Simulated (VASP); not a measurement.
Write the native input for VASP 6.6.1 that does the following.

| Quantity | Value |
| --- | --- |
| Task | single point |
| Functional | PBE |
| Potentials or basis | VASP PAW PBE potentials, release 64 (H, Os) |
| Cutoff | 520 eV |
| k mesh | 18 × 18 × 10 |
| Occupations | gaussian, width 0.1 eV |
| Spin | no spin polarisation |
| Dipole correction | no |
| k mesh for the DOS | 27 × 27 × 15 |
| Occupations for the DOS | tetrahedron |
| Further INCAR settings | ALGO = Normal; EDIFF = 1e-07 |

H2Os:

```
H Os
1.0
     2.58416    0.00000    0.00000
     0.00000    2.58416    0.00000
     0.00000    0.00000    4.38693
H Os
2 1
Cartesian
  1.2921 1.2921 0.9062
  1.2921 1.2921 3.4807
  0.0000 0.0000 0.0000
```

These files were run (other wordings do the same):

POSCAR

```
H2Os
1.0
    2.5841591260      0.0000000000      0.0000000000
    0.0000000000      2.5841591260      0.0000000000
    0.0000000000      0.0000000000      4.3869275869
H Os
2 1
Direct
    0.5000000000      0.5000000000      0.2065652531
    0.5000000000      0.5000000000      0.7934347469
    0.0000000000      0.0000000000      0.0000000000
```

INCAR.step1

```
ALGO = Normal ; EDIFF = 1E-7
ENCUT = 520 ; GGA = PE
ISIF = 2 ; ISMEAR = 0
LASPH = True ; LCHARG = True
LMAXMIX = 4 ; LREAL = False
LWAVE = False ; NBANDS = 12
NELM = 100 ; PREC = Accurate
SIGMA = 0.1
```

KPOINTS.step1

```
k-points
0
Gamma
  18 18 10
```

INCAR.step2

```
ALGO = Normal ; EDIFF = 1E-7
ENCUT = 520 ; GGA = PE
ICHARG = 11 ; ISIF = 2
ISMEAR = -5 ; LASPH = True
LCHARG = False ; LMAXMIX = 4
LORBIT = 10 ; LREAL = False
LWAVE = False ; NEDOS = 2001
NELM = 100 ; PREC = Accurate
SIGMA = 0.1
```

KPOINTS.step2

```
k-points
0
Gamma
  27 27 15
```

Potentials or basis: VASP PAW PBE potentials, release 64 (H, Os).

The run is started by

```sh
$ cat potpaw_PBE.64/H/POTCAR potpaw_PBE.64/Os/POTCAR > POTCAR
$ cp INCAR.step1 INCAR
$ cp KPOINTS.step1 KPOINTS
$ mpirun -np 1 vasp_std > vasp.out
$ cp INCAR.step2 INCAR
$ cp KPOINTS.step2 KPOINTS
$ mpirun -np 1 vasp_std > vasp.out
```

Results of the run:

```
Valence electrons inside the program's atomic spheres : H 0.48; Os 7.31
```

Run time: 90 s on 1 thread of Intel(R) Xeon(R) 6975P-C (Granite Rapids) (shared host), peak memory 0.39 GiB.
